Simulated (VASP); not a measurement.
The system is Pd3Pt.

```
CELL_PARAMETERS angstrom
0.00000 3.06789 3.06789
3.06789 0.00000 3.06789
3.06789 3.06789 0.00000
ATOMIC_POSITIONS crystal
Pd 0.25000 0.25000 0.25000
Pd 0.75000 0.75000 0.75000
Pd 0.50000 0.50000 0.50000
Pt 0.00000 0.00000 0.00000
```

The cell was built from a structure type or drawn by symmetry, and may not be a known phase.

| Quantity | Value |
| --- | --- |
| Program | VASP 6.6.1 |
| Task | relaxation of cell and atoms |
| Functional | PBE |
| Potentials or basis | VASP PAW PBE potentials, release 64 (Pd, Pt) |
| Cutoff | 600 eV |
| k mesh | 6 × 6 × 6 |
| Occupations | gaussian, width 0.1 eV |
| Spin | no spin polarisation |

At the start: pressure 15.5 GPa; volume 14.44 Å³/atom.

Q: How do energy, volume and symmetry change on relaxing?

A: Over 4 steps the energy falls by 46.9 meV/atom and the volume is 15.49 Å³/atom (+7.3 %); space group Fm-3m (No. 225, to 0.1 Å) before and after.

Step by step:
```
step  energy change (eV)  largest force (eV/Å)  pressure (GPa)  volume (Å³)
   1              0.0000                0.0000           15.53        57.75
   2              0.3007                0.0000          -16.29        70.26
   3             -0.1872                0.0000           -0.49        62.09
   4             -0.1874                0.0000           -0.07        61.94
```

Final structure:
```xyz
4
Lattice="0.0000 3.1404 3.1404 3.1404 0.0000 3.1404 3.1404 3.1404 0.0000" Properties=species:S:1:pos:R:3 pbc="T T T"
Pd    1.5702    1.5702    1.5702
Pd    4.7106    4.7106    4.7106
Pd    3.1404    3.1404    3.1404
Pt    0.0000    0.0000    0.0000
```
